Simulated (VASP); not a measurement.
# La16HO24 (a cell with a defect): single point with PBE

System: La16HO24 (a cell with a defect).

```
CELL_PARAMETERS angstrom
7.88115 0.00000 0.00000
-3.94057 6.82527 0.00000
0.00000 0.00000 12.37572
ATOMIC_POSITIONS crystal
La 0.33704 0.16598 0.37440
La 0.17399 0.33979 0.12220
La 0.33026 0.15899 0.87636
La 0.16976 0.33800 0.62575
La 0.33769 0.66923 0.37473
La 0.16666 0.83608 0.12351
La 0.32918 0.66965 0.87665
La 0.15954 0.83380 0.61929
La 0.85140 0.17470 0.37455
La 0.66886 0.33843 0.12568
La 0.83753 0.16802 0.88122
La 0.65483 0.30470 0.62609
La 0.83852 0.66840 0.37628
La 0.66899 0.83718 0.12562
La 0.82389 0.66179 0.88226
La 0.65269 0.85374 0.62681
O 0.33695 0.16685 0.17663
O 0.18056 0.34208 0.32081
O 0.99742 0.99349 0.99878
O 0.33043 0.16093 0.67806
O 0.16996 0.33744 0.82772
O 0.01592 0.02091 0.49700
O 0.33700 0.66934 0.17637
O 0.17230 0.83780 0.32536
O 0.99773 0.50685 0.99903
O 0.32819 0.67056 0.67860
O 0.14498 0.82629 0.81575
O 0.01451 0.49635 0.49692
O 0.84274 0.17145 0.17516
O 0.66996 0.33572 0.32575
O 0.49223 0.99713 0.99528
O 0.84449 0.17304 0.68293
O 0.66551 0.33465 0.82115
O 0.49765 0.00066 0.51158
O 0.83658 0.66843 0.18007
O 0.67017 0.83996 0.32510
O 0.51054 0.50573 0.00264
O 0.80547 0.65368 0.64657
O 0.66404 0.83610 0.82170
O 0.53084 0.52045 0.50963
H 0.69157 0.59832 0.58242
```

```
Program                : VASP 6.6.1
Task                   : single point
Functional             : PBE
Potentials or basis    : VASP PAW PBE potentials, release 64 (La, O, H)
Cutoff                 : 520 eV
k mesh                 : 1 × 1 × 1, shifted
Occupations            : fermi-dirac, width 0.01 eV
Spin                   : no spin polarisation
Dipole correction      : no
Charge                 : 1
Further INCAR settings : LREAL = Auto; ALGO = Normal; EDIFF = 1e-07; NBANDS = 186; NELECT = 320.0
```

| Property | Result |
| --- | --- |
| Largest force | 0.160 eV/Å |

Forces on the atoms (eV/Å):
```
La  -0.116  0.077 -0.012
La   0.132 -0.066  0.031
La  -0.135  0.081 -0.013
La   0.122 -0.036 -0.001
La  -0.126  0.082 -0.025
La   0.121 -0.083  0.007
La  -0.132  0.078 -0.017
La   0.125 -0.049  0.033
La  -0.127  0.082  0.008
La   0.139 -0.073  0.012
La  -0.132  0.067 -0.010
La   0.106 -0.042  0.042
La  -0.115  0.086 -0.036
La   0.132 -0.077  0.014
La  -0.109  0.065  0.014
La   0.092 -0.031 -0.012
O   -0.121  0.079 -0.013
O    0.113 -0.078  0.000
O   -0.006  0.007  0.002
O   -0.111  0.037 -0.010
O    0.131 -0.081  0.006
O    0.007  0.008  0.005
O   -0.128  0.082 -0.007
O    0.102 -0.086  0.006
O    0.000  0.001 -0.013
O   -0.104  0.049 -0.005
O    0.114 -0.079 -0.009
O    0.006 -0.001  0.009
O   -0.136  0.074 -0.013
O    0.121 -0.082  0.003
O   -0.009  0.006 -0.004
O   -0.095  0.029 -0.002
O    0.125 -0.074  0.006
O   -0.006 -0.001 -0.014
O   -0.125  0.073  0.009
O    0.124 -0.081  0.009
O   -0.008  0.005  0.004
O   -0.041  0.091  0.051
O    0.140 -0.078  0.007
O    0.012 -0.037  0.023
H   -0.080 -0.025 -0.085
```

Levels at points of the mesh, in eV from the Fermi level:
```tsv
k point	band 157	band 158	band 159	band 160	band 161	band 162	band 163	band 164
(0.25, 0.25, 0.25)	-0.41	-0.40	-0.37	-0.34	3.64	3.78	3.89	3.97
```

It took 71 min on 1 thread of Intel(R) Xeon(R) Platinum 8259CL CPU @ 2.50GHz (Skylake/Cascade Lake) (shared host), peak memory 1 GiB.

Caveat: the cell carries a net charge on a neutralising background, which shifts energy and pressure; the cell is charged against a uniform background, so pressure and absolute levels hang on convention; spin-orbit coupling is left out, which moves the levels of the heavy elements.
